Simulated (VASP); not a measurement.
# Sb6Se in VASP: a series of runs, part 2 of 2

VASP 6.6.1. Earlier steps stand in the parts before.

### Step 3. Single point, PBE

This run uses another cell than the first one, of 59.39 Å³/atom, 1.020 times its volume.

Contents of INCAR:

```
SYSTEM = Sb6Se
PREC = Accurate ; ENCUT = 520
EDIFF = 1E-7 ; ISMEAR = -1
SIGMA = 0.05 ; LREAL = .FALSE.
LASPH = .TRUE. ; NELM = 100
ALGO = Normal ; ISIF = 2
LWAVE = .FALSE. ; LCHARG = .FALSE.
GGA = PE ; NBANDS = 27
```

Contents of KPOINTS:

```
Automatic mesh
0
G
  4 4 4
  0 0 0
```

Contents of POSCAR:

```
Sb6Se
1.0
    7.4633300000      0.0000000000      0.0000000000
    0.0000000000      7.4633300000      0.0000000000
    0.0000000000      0.0000000000      7.4633300000
Sb Se
6 1
Direct
    0.2111600000      0.5000000000      0.5000000000
    0.5000000000      0.2111600000      0.5000000000
    0.7888400000      0.5000000000      0.5000000000
    0.5000000000      0.7888400000      0.5000000000
    0.5000000000      0.5000000000      0.2111600000
    0.5000000000      0.5000000000      0.7888400000
    0.0000000000      0.0000000000      0.0000000000
```

Potentials or basis: VASP PAW PBE potentials, release 64 (Sb, Se).

Run with:

```bash
> cat potpaw_PBE.64/Sb/POTCAR potpaw_PBE.64/Se/POTCAR > POTCAR
> mpirun -np 1 vasp_std > vasp.out
```

OUTCAR:

```text
SYSTEM = Sb6Se
   PREC = Accurate
   ENCUT = 520
   EDIFF = 1E-7
   ISMEAR = -1
   LREAL = .FALSE.
   LASPH = .TRUE.
   NELM = 100
   ISIF = 2
   GGA = PE

 ion  position               nearest neighbor table
   1  0.211  0.500  0.500-   2 3.05   4 3.05   5 3.05   6 3.05   3 3.15
   2  0.500  0.211  0.500-   1 3.05   3 3.05   5 3.05   6 3.05   4 3.15
   3  0.789  0.500  0.500-   2 3.05   4 3.05   5 3.05   6 3.05   1 3.15
[... 495 lines left out ...]
  -------------------------------------------------------------------------------------
  Total        0.1913449      0.1913449      0.1913449     -0.0000000     -0.0000000      0.0000000
  in kB        0.7374448      0.7374448      0.7374448     -0.0000000     -0.0000000      0.0000000
  external PRESSURE =       0.7374448 kB  Pullay stress =       0.0000000 kB

 VOLUME and BASIS-vectors are now :
 -----------------------------------------------------------------------------
  energy-cutoff  :      520.00
  volume of cell :      415.72
      direct lattice vectors                 reciprocal lattice vectors
     7.463330000  0.000000000  0.000000000     0.133988448  0.000000000  0.000000000
     0.000000000  7.463330000  0.000000000     0.000000000  0.133988448  0.000000000
     0.000000000  0.000000000  7.463330000     0.000000000  0.000000000  0.133988448

 POSITION                                       TOTAL-FORCE (eV/Angst)
 -----------------------------------------------------------------------------------
      1.57596      3.73167      3.73167        -0.031641     -0.000000     -0.000000
      3.73167      1.57596      3.73167        -0.000000     -0.031641     -0.000000
      5.88737      3.73167      3.73167         0.031641      0.000000      0.000000
      3.73167      5.88737      3.73167        -0.000000      0.031641      0.000000
      3.73167      3.73167      1.57596        -0.000000      0.000000     -0.031641
      3.73167      3.73167      5.88737        -0.000000     -0.000000      0.031641
      0.00000      0.00000      0.00000        -0.000000     -0.000000      0.000000
 -----------------------------------------------------------------------------------
    total drift:                               -0.000000     -0.000000     -0.000000

  FREE ENERGIE OF THE ION-ELECTRON SYSTEM (eV)
  ---------------------------------------------------
  free  energy   TOTEN  =       -22.2239930461 eV

  energy  without entropy=      -22.0398123328  energy(sigma->0) =      -22.13190269
```

OSZICAR:

```text
N       E                     dE             d eps       ncg     rms          rms(c)
DAV:   1     0.173182502792E+03    0.17318E+03   -0.10913E+04   540   0.975E+02
DAV:   2    -0.534632208881E+01   -0.17853E+03   -0.17253E+03   734   0.154E+02
DAV:   3    -0.241814125275E+02   -0.18835E+02   -0.18506E+02   634   0.523E+01
DAV:   4    -0.246626357651E+02   -0.48122E+00   -0.47920E+00   638   0.951E+00
DAV:   5    -0.246756875113E+02   -0.13052E-01   -0.13047E-01   775   0.172E+00    0.648E+00
DAV:   6    -0.247318973372E+02   -0.56210E-01   -0.55635E+00   634   0.458E+00    0.110E+01
DAV:   7    -0.231619722404E+02    0.15699E+01   -0.43069E+01   581   0.239E+00    0.442E+00
DAV:   8    -0.222243475770E+02    0.93762E+00   -0.11103E+00   578   0.202E+00    0.125E+00
DAV:   9    -0.222328666306E+02   -0.85191E-02   -0.10212E-01   576   0.755E-01    0.850E-01
DAV:  10    -0.222305122512E+02    0.23544E-02   -0.86480E-02   639   0.354E-01    0.860E-01
DAV:  11    -0.222379518876E+02   -0.74396E-02   -0.63680E-02   602   0.272E-01    0.951E-01
DAV:  12    -0.222238972748E+02    0.14055E-01   -0.36106E-02   567   0.191E-01    0.642E-02
DAV:  13    -0.222239831013E+02   -0.85826E-04   -0.50503E-04   607   0.624E-02    0.428E-02
DAV:  14    -0.222240154044E+02   -0.32303E-04   -0.11490E-04   643   0.262E-02    0.444E-02
DAV:  15    -0.222239919140E+02    0.23490E-04   -0.30189E-05   612   0.108E-02    0.267E-03
DAV:  16    -0.222239930066E+02   -0.10926E-05   -0.14996E-06   555   0.474E-03    0.314E-03
DAV:  17    -0.222239930461E+02   -0.39440E-07   -0.23934E-07   489   0.200E-03
   1 F= -.22223993E+02 E0= -.22131903E+02  d E =-.184181E+00
```

It took 2.7 min on 1 thread of Intel Xeon Platinum 8259CL at 2.50GHz (Skylake/Cascade Lake), shared host; peak memory 0.46 GiB.

What came out:

```yaml
Free_energy: -22.2240 eV
Pressure: 0.1 GPa
Largest_force: 0.032 eV/Å
Band_gap_on_the_k_mesh: zero (band 18 reaches 1.36 eV, above the bottom of band 19 at 0.65 eV)
```

Forces in eV/Å, atoms in the order of the input:
```
Sb  -0.032  0.000  0.000
Sb   0.000 -0.032  0.000
Sb   0.032  0.000  0.000
Sb   0.000  0.032  0.000
Sb   0.000  0.000 -0.032
Sb   0.000  0.000  0.032
Se   0.000  0.000  0.000
```

Caveat: spin-orbit coupling is left out, which moves the levels of the heavy elements.

### Step 4. Single point, PBE

This run uses another cell than the first one, of 60.58 Å³/atom, 1.041 times its volume.

Contents of INCAR:

```
SYSTEM = Sb6Se
PREC = Accurate
ENCUT = 520
EDIFF = 1E-6
ISMEAR = -1
SIGMA = 0.05
LREAL = .FALSE.
LASPH = .TRUE.
NELM = 100
ALGO = Normal
ISIF = 2
LWAVE = .FALSE.
LCHARG = .FALSE.
GGA = PE
NBANDS = 27
```

KPOINTS is that of step 3.

POSCAR: that of step 3 with these lines changed.

```diff
@@ -2,5 +2,5 @@
 1.0
-    7.4633300000      0.0000000000      0.0000000000
-    0.0000000000      7.4633300000      0.0000000000
-    0.0000000000      0.0000000000      7.4633300000
+    7.5127574669      0.0000000000      0.0000000000
+    0.0000000000      7.5127574669      0.0000000000
+    0.0000000000      0.0000000000      7.5127574669
 Sb Se
```

Run with:

```bash
> cat potpaw_PBE.64/Sb/POTCAR potpaw_PBE.64/Se/POTCAR > POTCAR
> mpirun -np 1 vasp_std > vasp.out
```

Wall time 2.6 min (1 thread of Intel Xeon Platinum 8259CL at 2.50GHz (Skylake/Cascade Lake), shared host); peak memory 0.45 GiB.

The run converged. Its results:

| Item | Value |
| --- | --- |
| Free energy | -22.2172 eV |
| Pressure | -0.3 GPa |
| Largest force | 0.124 eV/Å |
| Band gap on the k mesh | zero (band 18 reaches 1.23 eV, above the bottom of band 19 at 0.54 eV) |

Forces in eV/Å, atoms in the order of the input:
```
Sb   0.124  0.000  0.000
Sb   0.000  0.124  0.000
Sb  -0.124  0.000  0.000
Sb   0.000 -0.124  0.000
Sb   0.000  0.000  0.124
Sb   0.000  0.000 -0.124
Se   0.000  0.000  0.000
```

Levels at points of the mesh, in eV from the Fermi level:
```csv
k point,band 14,band 15,band 16,band 17,band 18,band 19,band 20,band 21,band 22,band 23
"(0.00, 0.00, 0.00)",-1.27,-0.49,-0.49,-0.49,-0.05,-0.05,-0.05,0.62,0.62,1.93
"(0.50, 0.00, 0.00)",-1.09,-0.55,-0.09,-0.05,-0.05,0.12,0.12,0.36,0.62,2.25
"(0.50, 0.50, 0.00)",-0.72,-0.40,-0.40,-0.07,0.08,0.08,0.67,1.33,1.33,1.38
"(0.50, 0.50, 0.50)",-1.81,-0.05,-0.05,-0.05,0.64,0.64,0.64,1.38,1.38,1.38
```

Caveat: spin-orbit coupling is left out, which moves the levels of the heavy elements.

### Step 5. Single point, PBE

This run uses another cell than the first one, of 61.76 Å³/atom, 1.061 times its volume.

Contents of INCAR:

```
SYSTEM = Sb6Se
PREC     = Accurate       ! precision mode
ENCUT    = 520            ! plane-wave cutoff, eV
EDIFF    = 1E-6           ! SCF threshold, eV
ISMEAR   = -1             ! smearing method
SIGMA    = 0.05           ! smearing width, eV
LREAL    = .False.        ! projectors in reciprocal space
LASPH    = .True.         ! aspherical terms in the spheres
NELM     = 60             ! most SCF steps
ALGO     = Normal         ! electronic algorithm
ISIF     = 2              ! what is computed and relaxed
LWAVE    = .False.        ! write WAVECAR
LCHARG   = .False.        ! write CHGCAR
GGA      = PE             ! functional
NBANDS   = 27             ! bands
```

Contents of KPOINTS:

```
Automatic mesh
0
Gamma
  4 4 4
  0 0 0
```

POSCAR: that of step 4 with these lines changed.

```diff
@@ -2,5 +2,5 @@
 1.0
-    7.5127574669      0.0000000000      0.0000000000
-    0.0000000000      7.5127574669      0.0000000000
-    0.0000000000      0.0000000000      7.5127574669
+    7.5615429733      0.0000000000      0.0000000000
+    0.0000000000      7.5615429733      0.0000000000
+    0.0000000000      0.0000000000      7.5615429733
 Sb Se
```

Run with:

```bash
> cat potpaw_PBE.64/Sb/POTCAR potpaw_PBE.64/Se/POTCAR > POTCAR
> mpirun -np 1 vasp_std > vasp.out
```

Run time: 2.6 min. Hardware: 1 thread of Intel Xeon Platinum 8259CL at 2.50GHz (Skylake/Cascade Lake), shared host; peak memory 0.48 GiB.

The run converged. Its results:

```yaml
Free_energy: -22.1907 eV
Pressure: -0.7 GPa
Largest_force: 0.267 eV/Å
Band_gap_on_the_k_mesh: zero (band 18 reaches 1.11 eV, above the bottom of band 19 at 0.44 eV)
```

Forces in eV/Å, atoms in the order of the input:
```
Sb   0.267  0.000  0.000
Sb   0.000  0.267  0.000
Sb  -0.267  0.000  0.000
Sb   0.000 -0.267  0.000
Sb   0.000  0.000  0.267
Sb   0.000  0.000 -0.267
Se   0.000  0.000  0.000
```

Levels at points of the mesh, in eV from the Fermi level:
```csv
k point,band 14,band 15,band 16,band 17,band 18,band 19,band 20,band 21,band 22,band 23
"(0.00, 0.00, 0.00)",-1.29,-0.48,-0.48,-0.48,-0.05,-0.05,-0.05,0.57,0.57,1.90
"(0.50, 0.00, 0.00)",-1.11,-0.53,-0.08,-0.05,-0.05,0.11,0.11,0.35,0.57,2.20
"(0.50, 0.50, 0.00)",-0.76,-0.38,-0.38,-0.07,0.07,0.07,0.65,1.29,1.29,1.35
"(0.50, 0.50, 0.50)",-1.81,-0.05,-0.05,-0.05,0.62,0.62,0.62,1.36,1.36,1.36
```

Caveat: spin-orbit coupling is left out, which moves the levels of the heavy elements.

### Step 6. Single point, PBE (atoms moved at random)

Contents of INCAR:

```
SYSTEM = Sb6Se
ALGO = Normal
EDIFF = 1E-6
ENCUT = 520
GGA = PE
ISIF = 2
ISMEAR = -1
LASPH = .True.
LCHARG = .True.
LELF = .True.
LREAL = .False.
LVHAR = .True.
LWAVE = .False.
NBANDS = 27
NELM = 60
PREC = Accurate
SIGMA = 0.05
```

Contents of KPOINTS:

```
k-points
0
Gamma
  4 4 4
  0 0 0
```

Contents of POSCAR:

```
Sb6Se
1.0
    7.4633300000      0.0000000000      0.0000000000
    0.0000000000      7.4633300000      0.0000000000
    0.0000000000      0.0000000000      7.4633300000
Sb Se
6 1
Direct
    0.2058780000      0.5002980000      0.5001600000
    0.4957370000      0.2128660000      0.5002180000
    0.7871200000      0.4956190000      0.5030330000
    0.4929870000      0.7867920000      0.5052660000
    0.5020690000      0.4987920000      0.2134760000
    0.4943810000      0.4986190000      0.7888270000
   -0.0036190000      0.0025390000      0.0022350000
```

Potentials or basis: VASP PAW PBE potentials, release 64 (Sb, Se).

Run with:

```bash
> cat potpaw_PBE.64/Sb/POTCAR potpaw_PBE.64/Se/POTCAR > POTCAR
> mpirun -np 1 vasp_std > vasp.out
```

It took 8.5 min on 1 thread of Intel Xeon Platinum 8259CL at 2.50GHz (Skylake/Cascade Lake), shared host; peak memory 0.62 GiB.

The run converged. Its results:

```yaml
Free_energy: -22.2266 eV
Pressure: 0.1 GPa
Largest_force: 0.186 eV/Å
Band_gap_on_the_k_mesh: zero (band 18 reaches 1.31 eV, above the bottom of band 19 at 0.65 eV)
```

Forces on the atoms (eV/Å):
```
Sb  -0.081  0.112  0.039
Sb   0.113 -0.121 -0.085
Sb   0.069 -0.065 -0.052
Sb  -0.058  0.014  0.019
Sb   0.045 -0.018 -0.023
Sb  -0.088  0.064  0.102
Se   0.000  0.013 -0.001
```

Stress tensor (GPa, compression positive):
```
 0.16 -0.14 -0.09
-0.14  0.14  0.07
-0.09  0.07  0.13
```

Levels at points of the mesh, in eV from the Fermi level:
```csv
k point,band 14,band 15,band 16,band 17,band 18,band 19,band 20,band 21,band 22,band 23
"(0.00, 0.00, 0.00)",-1.23,-0.54,-0.52,-0.44,-0.05,-0.05,-0.04,0.63,0.74,1.84
"(0.50, 0.00, 0.00)",-1.06,-0.53,-0.09,-0.05,-0.05,0.13,0.18,0.39,0.75,2.24
"(0.00, 0.50, 0.00)",-1.07,-0.57,-0.09,-0.05,-0.05,0.09,0.16,0.36,0.65,2.32
"(0.00, 0.00, 0.50)",-1.06,-0.57,-0.09,-0.05,-0.05,0.08,0.18,0.37,0.67,2.31
"(0.50, 0.50, 0.00)",-0.69,-0.41,-0.38,-0.07,0.07,0.10,0.69,1.31,1.42,1.43
"(0.00, 0.50, 0.50)",-0.69,-0.45,-0.43,-0.07,0.06,0.08,0.69,1.34,1.41,1.47
"(0.50, 0.00, 0.50)",-0.68,-0.40,-0.38,-0.07,0.08,0.10,0.69,1.33,1.39,1.42
"(0.50, 0.50, 0.50)",-1.84,-0.06,-0.06,-0.06,0.60,0.62,0.72,1.39,1.40,1.46
```

Caveat: the cell differs from its parent crystal (atoms moved at random); spin-orbit coupling is left out, which moves the levels of the heavy elements.

### Step 7. The runs side by side

| cell | gap on the mesh (eV) | pressure (GPa) | largest force (eV/Å) |
| --- | --- | --- | --- |
| a = 7.413 Å, 7 atoms | none | 0.5 | 0.20 |
| a = 7.463 Å, 7 atoms | none | 0.1 | 0.19 |
| a = 7.513 Å, 7 atoms | none | -0.3 | 0.12 |
| a = 7.562 Å, 7 atoms | none | -0.7 | 0.27 |

Some of these runs hold the atoms at other places in the same cell, which the table doesn't show; runs alike in all that it shows share one row.

Alike in all rows: task single point; level PBE; potentials or basis VASP PAW PBE potentials, release 64 (Sb, Se); no spin polarisation; k mesh 4 × 4 × 4; cutoff (eV) 520; smearing fermi-dirac 0.05 eV.

Caveats: spin-orbit coupling is left out, which moves the levels of the heavy elements.

Total energies depend on the potentials used, so only differences within one code and one set of settings carry meaning.
